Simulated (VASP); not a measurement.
# TiTe2 (1T) (P-3m1) in VASP: notebook, part 2 of 2

VASP 6.6.1.

## 3. Relaxation of cell and atoms, PBEsol

This run uses another cell than the first one, of 26.76 Å³/atom, 1.053 times its volume.

Contents of INCAR:

```
SYSTEM = TiTe2
PREC = Accurate
ENCUT = 600
EDIFF = 1E-6
ISMEAR = 0
SIGMA = 0.03
LREAL = .FALSE.
LASPH = .TRUE.
NELM = 100
ALGO = Normal
ISIF = 3
LWAVE = .FALSE.
LCHARG = .FALSE.
GGA = PS
IBRION = 2
NSW = 80
EDIFFG = -0.002
```

Contents of KPOINTS:

```
regular mesh
0
G
  12 12 8
  0 0 0
```

Contents of POSCAR:

```
TiTe2
1.0
    3.7770000000      0.0000000000      0.0000000000
   -1.8885000000      3.2709779501      0.0000000000
    0.0000000000      0.0000000000      6.4980000000
Ti Te
1 2
Direct
    0.0000000000      0.0000000000      0.0000000000
    0.3333333333      0.6666666667      0.2628000000
    0.6666666667      0.3333333333      0.7372000000
```

Potentials or basis: VASP PAW PBE potentials, release 64 (Ti_sv, Te).

The run is started by

```sh
> cat potpaw_PBE.64/Ti_sv/POTCAR potpaw_PBE.64/Te/POTCAR > POTCAR
> mpirun -np 1 vasp_std > vasp.out
```

OUTCAR:

```text
SYSTEM = TiTe2
   PREC = Accurate
   ENCUT = 600
   EDIFF = 1E-6
   ISMEAR = 0
   LREAL = .FALSE.
   LASPH = .TRUE.
   NELM = 100
   ISIF = 3
   GGA = PS
   IBRION = 2
   NSW = 80
   EDIFFG = -0.002

 ion  position               nearest neighbor table
   1  0.000  0.000  0.000-   2 2.77   3 2.77   3 2.77   2 2.77   3 2.77   2 2.77
   2  0.333  0.667  0.263-   1 2.77   1 2.77   1 2.77
   3  0.667  0.333  0.737-   1 2.77   1 2.77   1 2.77

  LATTYP: Found a hexagonal cell.
 ALAT       =     3.7770000000
 C/A-ratio  =     1.7204130262

  Lattice vectors:

 A1 = (   3.7770000000,   0.0000000000,   0.0000000000)
 A2 = (  -1.8885000000,   3.2709779501,   0.0000000000)
 A3 = (   0.0000000000,   0.0000000000,   6.4980000000)

Analysis of symmetry for initial positions (statically):
=====================================================================
 Subroutine PRICEL returns:
 Original cell was already a primitive cell.

 Routine SETGRP: Setting up the symmetry group for a
 hexagonal supercell.

 Subroutine GETGRP returns: Found 12 space group operations
 (whereof 12 operations were pure point group operations)
 out of a pool of 24 trial point group operations.

The static configuration has the point symmetry D_3d.

Analysis of symmetry for dynamics (positions and initial velocities):
=====================================================================
 Subroutine PRICEL returns:
 Original cell was already a primitive cell.

 Routine SETGRP: Setting up the symmetry group for a
 hexagonal supercell.

 Subroutine GETGRP returns: Found 12 space group operations
 (whereof 12 operations were pure point group operations)
 out of a pool of 24 trial point group operations.

The dynamic configuration has the point symmetry D_3d.

 Subroutine INISYM returns: Found 12 space group operations
 (whereof 12 operations are pure point group operations),
[... 142 lines left out ...]
  ---------------------------------------------------
  ext. energy  EPLUGINS =         0.00000000
  ---------------------------------------------------
  free energy    TOTEN  =       -17.51189676 eV

  energy without entropy =      -17.51127132  energy(sigma->0) =      -17.51158404

------------------------ aborting loop because EDIFF is reached ----------------------------------------

  FORCE on cell =-STRESS in cart. coord.  units (eV):
  Direction    XX          YY          ZZ          XY          YZ          ZX
  --------------------------------------------------------------------------------------
  -------------------------------------------------------------------------------------
  Total       -1.3044048     -1.3044048     -0.7240424      0.0000000      0.0000000      0.0000000
  in kB      -26.0326663    -26.0326663    -14.4500808      0.0000000      0.0000000      0.0000000
  external PRESSURE =     -22.1718045 kB  Pullay stress =       0.0000000 kB
[... 92 lines left out ...]
  FREE ENERGIE OF THE ION-ELECTRON SYSTEM (eV)
  ---------------------------------------------------
  free  energy   TOTEN  =       -17.5327264779 eV

  energy  without entropy=      -17.5321426174  energy(sigma->0) =      -17.53243455

[... ionic steps 4 to 17 ...]

--------------------------------------- Ionic step       18  -------------------------------------------

 number of electron      24.0000001 magnetization

------------------------ aborting loop because EDIFF is reached ----------------------------------------
[... 69 lines left out ...]
--------------------------------------- Ionic step       20  -------------------------------------------

 number of electron      24.0000001 magnetization

 Free energy of the ion-electron system (eV)
  ---------------------------------------------------
  ext. energy  EPLUGINS =         0.00000000
  ---------------------------------------------------
  free energy    TOTEN  =       -17.54152269 eV

  energy without entropy =      -17.54107588  energy(sigma->0) =      -17.54129929

 E-fermi :   7.3364     XC(G=0): -10.2587

 val. band max:        7.3358082482   @ k =   0.4167   0.0000   0.2500
 cond. band min:       7.3494906957   @ k =   0.4167   0.0000   0.1250
 fundamental gap:      0.0136824475
 Fermi energy:         7.3364016516

 k-point     1 :       0.0000    0.0000    0.0000
  band No.  band energies     occupation
      1     -49.7883      2.00000
      2     -26.1548      2.00000
      3     -26.1548      2.00000
      4     -26.1211      2.00000
      5      -5.3909      2.00000
      6      -3.7637      2.00000
[... 433 lines left out ...]
      3     -26.1579      2.00000
      4     -26.1178      2.00000
      5      -5.0216      2.00000
      6      -3.6627      2.00000
[... 8 lines left out ...]
     15       8.8806      0.00000
     16      10.0939      0.00000

 [... further k-points ...]

------------------------ aborting loop because EDIFF is reached ----------------------------------------

  FORCE on cell =-STRESS in cart. coord.  units (eV):
  Direction    XX          YY          ZZ          XY          YZ          ZX
  --------------------------------------------------------------------------------------
  -------------------------------------------------------------------------------------
  Total        0.0058062      0.0058062      0.0044721      0.0000000     -0.0000000      0.0000000
  in kB        0.1220902      0.1220902      0.0940372      0.0000000     -0.0000000      0.0000000
  external PRESSURE =       0.1127392 kB  Pullay stress =       0.0000000 kB
[... 18 lines left out ...]
  FREE ENERGIE OF THE ION-ELECTRON SYSTEM (eV)
  ---------------------------------------------------
  free  energy   TOTEN  =       -17.5415226946 eV

  energy  without entropy=      -17.5410758831  energy(sigma->0) =      -17.54129929

 reached required accuracy - stopping structural energy minimisation
```

CONTCAR:

```text
TiTe2
   1.00000000000000
     3.6959895826447848    0.0000000000000000    0.0000000000000000
    -1.8479947913223924    3.2008208706988075    0.0000000000000000
     0.0000000000000000   -0.0000000000000001    6.4406374383863687
  Ti              Te
     1     2
Direct
     0.0000000000000000    0.0000000000000000    0.0000000000000000
     0.3333333332999970    0.6666666667000030    0.2677596745172658
     0.6666666667000030    0.3333333332999970    0.7322403254827342

  0.00000000E+00  0.00000000E+00  0.00000000E+00
  0.00000000E+00  0.00000000E+00  0.00000000E+00
  0.00000000E+00  0.00000000E+00  0.00000000E+00
```

Wall time 32 min (1 thread of Intel Xeon Platinum 8259CL at 2.50GHz (Skylake/Cascade Lake), shared host); peak memory 0.4 GiB.

What came out:

| Item | Value |
| --- | --- |
| Free energy | -17.5415 eV |
| Relaxed volume | 25.40 Å³/atom |
| Relaxed cell | a = 3.696 Å, b = 3.696 Å, c = 6.441 Å, α = 90.00°, β = 90.00°, γ = 120.00° |
| Space group after relaxing (to 0.05 Å) | P-3m1 (No. 164) |
| Energy gained by relaxing | 9.9 meV/atom |
| Ionic steps | 20 |
| Pressure after relaxing | 0.0 GPa |
| Band gap on the k mesh | zero (band 12 reaches 7.78 eV, above the bottom of band 13 at 6.93 eV) |

Step by step:
```tsv
step	energy change (eV)	largest force (eV/Å)	pressure (GPa)	volume (Å³)
1	0.0000	0.0860	-2.22	80.28
2	-0.0139	0.4028	1.53	76.05
3	-0.0208	0.2178	0.08	77.56
4	-0.0266	0.1279	0.01	77.17
5	-0.0281	0.0419	-0.02	76.81
6	-0.0282	0.0471	-0.01	76.83
7	-0.0282	0.0505	-0.01	76.84
8	-0.0286	0.0339	-0.09	76.82
9	-0.0291	0.0163	-0.31	76.75
10	-0.0293	0.0098	-0.24	76.64
11	-0.0296	0.0084	-0.04	76.30
12	-0.0296	0.0115	-0.02	76.24
13	-0.0296	0.0136	0.01	76.20
14	-0.0296	0.0124	0.01	76.22
15	-0.0296	0.0084	-0.01	76.23
16	-0.0296	0.0001	-0.04	76.24
17	-0.0296	0.0010	-0.03	76.22
18	-0.0296	0.0036	0.03	76.14
19	-0.0296	0.0021	0.02	76.18
20	-0.0296	0.0015	0.01	76.19
```

Final structure:
```xyz
3
Lattice="3.6960 0.0000 0.0000 -1.8480 3.2008 0.0000 0.0000 0.0000 6.4406" Properties=species:S:1:pos:R:3 pbc="T T T"
Ti    0.0000    0.0000    0.0000
Te    0.0000    2.1339    1.7245
Te    1.8480    1.0669    4.7161
```

Caveat: the PAW data sets were made with another functional, which shifts forces and pressure a little; spin-orbit coupling is left out, which moves the levels of the heavy elements; this functional lacks dispersion, which binds the layers, so the pressure and a relaxed spacing across them are unreliable.
